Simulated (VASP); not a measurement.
Here is a VASP 6.6.1 calculation.

INCAR

```
PREC     = Accurate       # precision mode
ENCUT    = 520            # plane-wave cutoff, eV
EDIFF    = 1E-7           # SCF threshold, eV
ISMEAR   = 0              # smearing method
SIGMA    = 0.02           # smearing width, eV
LREAL    = False          # projectors in reciprocal space
LASPH    = True           # aspherical terms in the spheres
NELM     = 100            # most SCF steps
ALGO     = Normal         # electronic algorithm
ISIF     = 2              # what is computed and relaxed
LWAVE    = False          # write WAVECAR
LCHARG   = False          # write CHGCAR
GGA      = PS             # functional
NBANDS   = 18             # bands
```

KPOINTS

```
regular mesh
0
Gamma
  12 12 8
```

POSCAR

```
PtS2
1.0
    3.5713266494      0.0000000001      0.0000000000
   -1.7856633248      3.0928596036      0.0000000000
    0.0000000000      0.0000000000      4.7682789312
Pt S
1 2
Direct
    0.0000000000      0.0000000000      0.0000000000
    0.3333333333      0.6666666667      0.2509460436
    0.6666666667      0.3333333333      0.7490539564
```

Potentials or basis: VASP PAW PBE potentials, release 64 (Pt, S).

Run with:

```bash
$ cat potpaw_PBE.64/Pt/POTCAR potpaw_PBE.64/S/POTCAR > POTCAR
$ mpirun -np 1 vasp_std > vasp.out
```

Question: Estimate the pressure.

Answer: -0.2 GPa.

Question: Estimate the largest force.

Answer: 0.023 eV/Å.

Question: Predict the band gap on the k mesh.

Answer: 0.25 eV, indirect (least direct gap 0.67 eV).

Forces on the atoms (eV/Å):
```
Pt   0.000  0.000  0.000
S    0.000  0.000 -0.023
S    0.000  0.000  0.023
```

Caveat: the PAW data sets were made with another functional, which shifts forces and pressure a little; spin-orbit coupling is left out, which moves the levels of the heavy elements. A k mesh can miss the band edges.
